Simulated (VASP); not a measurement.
# WS2 (P-1) in VASP: a series of runs

The runs below take WS2 through single point, with PBEsol.

Program: VASP 6.6.1. These are calculated values, not measurements. Logs are shortened: lines on timing, memory, paths and dates and some standing lists are left out, and cuts for length are marked.

## 1. The cell of the first run

The typed cell holds 6 atoms: a = 3.154 Å, b = 3.147 Å, c = 12.731 Å, α = 88.31°, β = 98.01°, γ = 119.98°.

## 2. Single point, PBEsol (engineering shear strain xz -0.1400, engineering shear strain yz -0.0467)

INCAR reads:

```
SYSTEM = WS2
PREC = Accurate ; ENCUT = 520
EDIFF = 1E-6 ; ISMEAR = 0
SIGMA = 0.05 ; LREAL = .False.
LASPH = .True. ; NELM = 80
ALGO = Normal ; ISIF = 2
LWAVE = .False. ; LCHARG = .True.
GGA = PS ; LELF = .True.
LVHAR = .True. ; NBANDS = 35
```

KPOINTS reads:

```
regular mesh
0
Gamma
  12 12 2
  0 0 0
```

POSCAR reads:

```
WS2
1.0
    3.1462408358      0.0000000000     -0.2202368585
   -1.5731204179      2.7247244902      0.0464961124
   -0.8887658288     -0.2964668872     12.6966546967
W S
2 4
Direct
    0.1622129371      0.5988867033      0.2536790708
    0.8377870629      0.4011132967      0.7463209292
    0.4207218407      0.7070651930      0.6220376528
    0.4124814502      0.2386218546      0.1295040365
    0.5875185498      0.7613781454      0.8704959635
    0.5792781593      0.2929348070      0.3779623472
```

Potentials or basis: VASP PAW PBE potentials, release 64 (W_sv, S).

On the command line:

```sh
$ cat potpaw_PBE.64/W_sv/POTCAR potpaw_PBE.64/S/POTCAR > POTCAR
$ mpirun -np 1 vasp_std > vasp.out
```

OUTCAR:

```text
SYSTEM = WS2
   PREC = Accurate
   ENCUT = 520
   EDIFF = 1E-6
   ISMEAR = 0
   LREAL = .False.
   LASPH = .True.
   NELM = 80
   ISIF = 2
   GGA = PS

 ion  position               nearest neighbor table
   1  0.162  0.599  0.254-   4 2.40   4 2.40   6 2.40   6 2.40   4 2.40   6 2.40
   2  0.838  0.401  0.746-   5 2.40   5 2.40   3 2.40   3 2.40   5 2.40   3 2.40
   3  0.421  0.707  0.622-   2 2.40   2 2.40   2 2.40
   4  0.412  0.239  0.130-   1 2.40   1 2.40   1 2.40
   5  0.588  0.761  0.870-   2 2.40   2 2.40   2 2.40
   6  0.579  0.293  0.378-   1 2.40   1 2.40   1 2.40

  LATTYP: Found a triclinic cell.
 ALAT       =     5.4509343591
 B/A-ratio  =     0.5780723277
 C/A-ratio  =     2.4223341926
 COS(alpha) =     0.0127261032
 COS(beta)  =     0.1613243628
 COS(gamma) =     0.8657594532

  Lattice vectors:

 A1 = (   0.0000000000,  -5.4494489804,   0.1272446337)
 A2 = (  -1.5731204179,  -2.7247244902,   0.1737407461)
 A3 = (   2.4618862467,  -2.4282576030, -12.7431508091)

Analysis of symmetry for initial positions (statically):
=====================================================================
 Subroutine PRICEL returns:
 Original cell was already a primitive cell.

 Routine SETGRP: Setting up the symmetry group for a
 triclinic supercell.

 Subroutine GETGRP returns: Found  2 space group operations
 (whereof  2 operations were pure point group operations)
 out of a pool of  2 trial point group operations.

The static configuration has the point symmetry S_2 .

Analysis of symmetry for dynamics (positions and initial velocities):
=====================================================================
 Subroutine PRICEL returns:
 Original cell was already a primitive cell.

 Routine SETGRP: Setting up the symmetry group for a
 triclinic supercell.

 Subroutine GETGRP returns: Found  2 space group operations
 (whereof  2 operations were pure point group operations)
 out of a pool of  2 trial point group operations.

The dynamic configuration has the point symmetry S_2 .

 Subroutine INISYM returns: Found  2 space group operations
 (whereof  2 operations are pure point group operations),
 and found     1 'primitive' translations

----------------------------------------------------------------------------------------

                                     Primitive cell

  volume of cell :     108.2512

  direct lattice vectors                    reciprocal lattice vectors
     3.146240836  0.000000000 -0.220236858     0.319707144  0.184127744  0.026678883
    -1.573120418  2.724724490  0.046496112     0.000603162  0.367210781  0.008616593
    -0.888765829 -0.296466887 12.696654697     0.005543449  0.001849136  0.079192123

  length of vectors
     3.153939706  3.146584384 12.731175822     0.369901942  0.367312356  0.079407439

  position of ions in fractional coordinates (direct lattice)
     0.162212937  0.598886703  0.253679071
     0.837787063  0.401113297  0.746320929
     0.420721841  0.707065193  0.622037653
     0.412481450  0.238621855  0.129504037
     0.587518550  0.761378145  0.870495963
     0.579278159  0.292934807  0.377962347

  ion indices of the primitive-cell ions
   primitive index   ion index
                 1           1
                 2           2
                 3           3
                 4           4
                 5           5
                 6           6

----------------------------------------------------------------------------------------

 KPOINTS: regular mesh

Automatic generation of k-mesh.
 Grid dimensions read from file:
 generate k-points for:   12   12    2

 Generating k-lattice:

  Cartesian coordinates                     Fractional coordinates (reciprocal lattice)
     0.026642262  0.015343979  0.002223240     0.083333333  0.000000000  0.000000000
     0.000050263  0.030600898  0.000718049     0.000000000  0.083333333  0.000000000
     0.002771724  0.000924568  0.039596061     0.000000000  0.000000000  0.500000000

  Length of vectors
     0.030825162  0.030609363  0.039703720

  Shift w.r.t. Gamma in fractional coordinates (k-lattice)
     0.000000000  0.000000000  0.000000000

 Subroutine IBZKPT returns following result:
 ===========================================

 Found    148 irreducible k-points:

 Following reciprocal coordinates:
            Coordinates               Weight
  0.000000  0.000000  0.000000      1.000000
  0.083333  0.000000  0.000000      2.000000
  0.166667 -0.000000 -0.000000      2.000000
  0.250000  0.000000  0.000000      2.000000
  0.333333  0.000000  0.000000      2.000000
  0.416667 -0.000000  0.000000      2.000000
[... 16 lines left out ...]
  0.250000  0.166667  0.000000      2.000000
  0.333333  0.166667 -0.000000      2.000000
 [... further k-points ...]
   k-points           NKPTS =    148   k-points in BZ     NKDIM =    148   number of bands    NBANDS=     35
   number of dos      NEDOS =    301   number of ions     NIONS =      6
   total plane-waves  NPLWV =  55296
   dimension x,y,z NGX =    24 NGY =   24 NGZ =   96
   dimension x,y,z NGXF=    48 NGYF=   48 NGZF=  192
   ions per type =               2   4
   NGX,Y,Z   is equivalent  to a cutoff of  12.65, 12.68, 12.54 a.u.
   NGXF,Y,Z  is equivalent  to a cutoff of  25.30, 25.36, 25.07 a.u.
 SYSTEM =  WS2
   PREC   = accura    normal or accurate (medium, high low for compatibility)
   ISTART =      0    job   : 0-new  1-cont  2-samecut
   ICHARG =      2    charge: 1-file 2-atom 10-const
   ISPIN  =      1    spin polarized calculation?
   LNONCOLLINEAR =      F non collinear calculations
   LSORBIT =      F    spin-orbit coupling
   LASPH  =      T    aspherical Exc in radial PAW
   ENCUT  =  520.0 eV  38.22 Ry    6.18 a.u.   5.86  5.85 23.67*2*pi/ulx,y,z
   NELM   =     80;   NELMIN=  2; NELMDL= -5     # of ELM steps
   EDIFF  = 0.1E-05   stopping-criterion for ELM
   LREAL  =      F    real-space projection
   EDIFFG = 0.1E-04   stopping-criterion for IOM
   NSW    =      0    number of steps for IOM
   IBRION =     -1    ionic relax: 0-MD 1-quasi-New 2-CG
   NFREE  =      0    steps in history (QN), initial steepest desc. (CG)
   ISIF   =      2    stress and relaxation
   ISYM   =      2    0-nonsym 1-usesym 2-fastsym
   POTIM  = 0.5000    time-step for ionic-motion
   TEBEG  =    0.0;   TEEND  =   0.0 temperature during run
   PSTRESS=    0.0 pullay stress
   NELECT =      52.0000    total number of electrons
   NUPDOWN=      -1.0000    fix difference up-down
   EMIN   =  10.00;   EMAX   =-10.00  energy-range for DOS
   EFERMI =   0.00;   METHOD = LEGACY
   ISMEAR =     0;   SIGMA  =   0.05  broadening in eV -4-tet -1-fermi 0-gaus
   EFERMI_NEDOS =   21; number of points for ismear=-14 and -15
   IALGO  =     38    algorithm
   IMIX   =      4    mixing-type and parameters
     AMIX     =   0.40;   BMIX     =  1.00
     AMIX_MAG =   1.60;   BMIX_MAG =  1.00
  volume/ion in A,a.u.               =      18.04       121.75
  Fermi-wavevector in a.u.,A,eV,Ry     =   1.282129  2.422873 22.366005  1.643855
  Thomas-Fermi vector in A             =   2.414459
   LORBIT       =      0    0 simple, 1 ext, 2 COOP (PROOUT), +10 PAW based schemes
   GGA     = PS    functional components
   LHFCALC =     F    Hartree Fock is set to
   AEXX    =    0.0000 exact exchange contribution
   IVDW    =     0    specifies the selected vdW correction
   LEPSILON=     F    determine dielectric tensor
   LRPA    =     F    only Hartree local field effects (RPA)
 non-spin polarized calculation
 Gauss-broadening in eV      SIGMA  =   0.05
  energy-cutoff  :      520.00
  volume of cell :      108.25
 maximum number of plane-waves:      2933
   NGX = 11   NGY = 11   NGZ = 47

 number of electron      51.9999998 magnetization

 Free energy of the ion-electron system (eV)
  ---------------------------------------------------
  ext. energy  EPLUGINS =         0.00000000
  ---------------------------------------------------
  free energy    TOTEN  =       -50.53419820 eV

  energy without entropy =      -50.53419820  energy(sigma->0) =      -50.53419820

 E-fermi :   7.5073     XC(G=0): -10.9792

 val. band max:        7.0992636621   @ k =   0.0000   0.0000   0.0000
 cond. band min:       8.1774140226   @ k =  -0.1667   0.3333   0.0000
 fundamental gap:      1.0781503605
 Fermi energy:         7.5073120587

 k-point     1 :       0.0000    0.0000    0.0000
  band No.  band energies     occupation
      1     -67.3881      2.00000
      2     -67.3881      2.00000
      3     -31.6642      2.00000
      4     -31.6642      2.00000
      5     -31.4772      2.00000
      6     -31.4772      2.00000
[... 27 lines left out ...]
     34       9.7532      0.00000
     35      11.8691      0.00000

 k-point     2 :       0.0833    0.0000    0.0000
  band No.  band energies     occupation
      1     -67.3868      2.00000
      2     -67.3868      2.00000
      3     -31.6596      2.00000
      4     -31.6596      2.00000
      5     -31.5027      2.00000
      6     -31.5027      2.00000
[... 27 lines left out ...]
     34       9.7518      0.00000
     35      12.4335      0.00000

 k-point     3 :       0.1667   -0.0000   -0.0000
  band No.  band energies     occupation
      1     -67.3832      2.00000
      2     -67.3832      2.00000
      3     -31.6469      2.00000
      4     -31.6469      2.00000
      5     -31.5722      2.00000
      6     -31.5722      2.00000
[... 27 lines left out ...]
     34      10.2795      0.00000
     35      13.4790      0.00000
[... 723 lines left out ...]
 k-point    23 :       0.2500    0.1667    0.0000
  band No.  band energies     occupation
      1     -67.3717      2.00000
      2     -67.3717      2.00000
      3     -31.7575      2.00000
      4     -31.7575      2.00000
      5     -31.6055      2.00000
      6     -31.6055      2.00000
[... 27 lines left out ...]
     34      11.6600      0.00000
     35      13.7826      0.00000

 k-point    24 :       0.3333    0.1667   -0.0000
  band No.  band energies     occupation
      1     -67.3686      2.00000
      2     -67.3686      2.00000
      3     -31.8025      2.00000
      4     -31.8025      2.00000
      5     -31.6094      2.00000
      6     -31.6094      2.00000
[... 27 lines left out ...]
     34      11.5077      0.00000
     35      12.8012      0.00000

 [... further k-points ...]
[... 5 lines left out ...]
  --------------------------------------------------------------------------------------
  -------------------------------------------------------------------------------------
  Total       -0.2164209      0.1126515      0.5202188     -0.0974457     -0.1149785      0.0562825
  in kB       -3.2031495      1.6673053      7.6995268     -1.4422510     -1.7017454      0.8330116
  external PRESSURE =       2.0545609 kB  Pullay stress =       0.0000000 kB

 VOLUME and BASIS-vectors are now :
 -----------------------------------------------------------------------------
  energy-cutoff  :      520.00
  volume of cell :      108.25
      direct lattice vectors                 reciprocal lattice vectors
     3.146240836  0.000000000 -0.220236858     0.319707144  0.184127744  0.026678883
    -1.573120418  2.724724490  0.046496112     0.000603162  0.367210781  0.008616593
    -0.888765829 -0.296466887 12.696654697     0.005543449  0.001849136  0.079192123

 POSITION                                       TOTAL-FORCE (eV/Angst)
 -----------------------------------------------------------------------------------
     -0.65722      1.55659      3.21300        -0.000703     -0.000663     -0.001866
      1.34158      0.87166      9.30992         0.000703      0.000663      0.001866
     -0.34145      1.74214      7.83801        -0.000910     -0.000845     -0.023096
      0.80729      0.61179      1.56452        -0.000715      0.000397     -0.021693
     -0.12293      1.81647     10.95839         0.000715     -0.000397      0.021693
      1.02581      0.68611      4.68490         0.000910      0.000845      0.023096
 -----------------------------------------------------------------------------------
    total drift:                               -0.000000      0.000000      0.000000

  FREE ENERGIE OF THE ION-ELECTRON SYSTEM (eV)
  ---------------------------------------------------
  free  energy   TOTEN  =       -50.5341981994 eV

  energy  without entropy=      -50.5341981994  energy(sigma->0) =      -50.53419820
```

It took 4.1 min on 1 thread of Intel Xeon 6975P-C (Granite Rapids), shared host; peak memory 0.53 GiB.

Results:

| Property | Result |
| --- | --- |
| Free energy | -50.5342 eV |
| Pressure | 0.2 GPa |
| Largest force | 0.023 eV/Å |
| Band gap on the k mesh | 1.08 eV (least direct gap 1.87 eV) |

Forces on the atoms (eV/Å):
```
W   -0.001 -0.001 -0.002
W    0.001  0.001  0.002
S   -0.001 -0.001 -0.023
S   -0.001  0.000 -0.022
S    0.001  0.000  0.022
S    0.001  0.001  0.023
```

Stress tensor (GPa, compression positive):
```
-0.32 -0.14  0.08
-0.14  0.17 -0.17
 0.08 -0.17  0.77
```

Levels at points of the mesh, in eV from the valence-band top:
| k point | band 24 | band 25 | band 26 | band 27 | band 28 | band 29 |
| --- | --- | --- | --- | --- | --- | --- |
| (0.00, 0.00, 0.00) | -1.63 | -1.17 | 0.00 | 2.36 | 2.37 | 2.40 |
| (0.50, 0.00, 0.00) | -1.71 | -1.60 | -1.48 | 2.38 | 2.42 | 2.70 |
| (0.00, 0.50, 0.00) | -1.79 | -1.68 | -1.44 | 2.40 | 2.41 | 2.76 |
| (0.50, 0.50, 0.00) | -1.78 | -1.69 | -1.42 | 2.40 | 2.41 | 2.78 |
| (0.00, 0.00, 0.50) | -2.15 | -0.38 | -0.29 | 2.35 | 2.38 | 2.39 |
| (0.50, 0.00, 0.50) | -1.76 | -1.69 | -1.44 | 2.39 | 2.40 | 2.76 |
| (0.00, 0.50, 0.50) | -1.74 | -1.54 | -1.52 | 2.39 | 2.42 | 2.74 |
| (0.50, 0.50, 0.50) | -1.72 | -1.60 | -1.45 | 2.39 | 2.42 | 2.64 |

Caveat: the cell differs from its parent crystal (engineering shear strain xz -0.1400, engineering shear strain yz -0.0467); the PAW data sets were made with another functional, which shifts forces and pressure a little; spin-orbit coupling is left out, which moves the levels of the heavy elements.

## 3. Single point, PBEsol (engineering shear strain xz -0.0933, engineering shear strain yz -0.0933)

INCAR reads:

```
PREC = Accurate
ENCUT = 520
EDIFF = 1E-6
ISMEAR = 0
SIGMA = 0.05
LREAL = F
LASPH = T
NELM = 80
ALGO = Normal
ISIF = 2
LWAVE = F
LCHARG = T
GGA = PS
LELF = T
LVHAR = T
NBANDS = 35
```

KPOINTS reads:

```
regular mesh
0
Gamma
  12 12 2
```

POSCAR reads:

```
WS2
1.0
    3.1462408358      0.0000000000     -0.1467721350
   -1.5731204179      2.7247244902     -0.0537223300
   -0.5922989416     -0.5922989416     12.6966546967
W S
2 4
Direct
    0.1760571143      0.5718300030      0.2540423405
    0.8239428857      0.4281699970      0.7459576595
    0.4168198556      0.7079979771      0.6218576669
    0.4360852859      0.1850739103      0.1300254759
    0.5639147141      0.8149260897      0.8699745241
    0.5831801444      0.2920020229      0.3781423331
```

Potentials or basis: VASP PAW PBE potentials, release 64 (W_sv, S).

On the command line:

```sh
$ cat potpaw_PBE.64/W_sv/POTCAR potpaw_PBE.64/S/POTCAR > POTCAR
$ mpirun -np 1 vasp_std > vasp.out
```

Run time: 3.3 min. Hardware: 1 thread of Intel Xeon 6975P-C (Granite Rapids), shared host; peak memory 0.53 GiB.

Results (log left out):

* Free energy: -50.5327 eV
* Pressure: 0.3 GPa
* Largest force: 0.022 eV/Å
* Band gap on the k mesh: 1.08 eV (least direct gap 1.87 eV)

Forces on the atoms (eV/Å):
```
W    0.001 -0.001 -0.006
W   -0.001  0.001  0.006
S   -0.001 -0.002 -0.022
S   -0.003 -0.001 -0.016
S    0.003  0.001  0.016
S    0.001  0.002  0.022
```

Stress tensor (GPa, compression positive):
```
 0.00 -0.26 -0.23
-0.26 -0.02  0.22
-0.23  0.22  0.78
```

Levels at points of the mesh, in eV from the valence-band top:
| k point | band 22 | band 23 | band 24 | band 25 | band 26 | band 27 | band 28 | band 29 | band 30 | band 31 |
| --- | --- | --- | --- | --- | --- | --- | --- | --- | --- | --- |
| (0.00, 0.00, 0.00) | -2.16 | -2.14 | -1.63 | -1.17 | 0.00 | 2.37 | 2.38 | 2.40 | 2.44 | 2.51 |
| (0.50, 0.00, 0.00) | -2.61 | -1.84 | -1.70 | -1.60 | -1.46 | 2.40 | 2.43 | 2.67 | 2.93 | 3.43 |
| (0.00, 0.50, 0.00) | -2.52 | -1.81 | -1.77 | -1.67 | -1.41 | 2.41 | 2.42 | 2.78 | 2.80 | 3.19 |
| (0.50, 0.50, 0.00) | -2.53 | -1.82 | -1.78 | -1.68 | -1.45 | 2.41 | 2.42 | 2.76 | 2.89 | 3.11 |
| (0.00, 0.00, 0.50) | -2.16 | -2.16 | -2.14 | -0.39 | -0.29 | 2.37 | 2.38 | 2.40 | 2.41 | 2.54 |
| (0.50, 0.00, 0.50) | -2.53 | -1.80 | -1.76 | -1.68 | -1.42 | 2.41 | 2.42 | 2.78 | 2.81 | 3.19 |
| (0.00, 0.50, 0.50) | -2.61 | -1.86 | -1.72 | -1.60 | -1.45 | 2.40 | 2.43 | 2.66 | 2.94 | 3.44 |
| (0.50, 0.50, 0.50) | -2.79 | -1.87 | -1.72 | -1.54 | -1.52 | 2.40 | 2.43 | 2.77 | 2.89 | 3.43 |

Caveat: the cell differs from its parent crystal (engineering shear strain xz -0.0933, engineering shear strain yz -0.0933); the PAW data sets were made with another functional, which shifts forces and pressure a little; spin-orbit coupling is left out, which moves the levels of the heavy elements. A k mesh can miss the band edges.
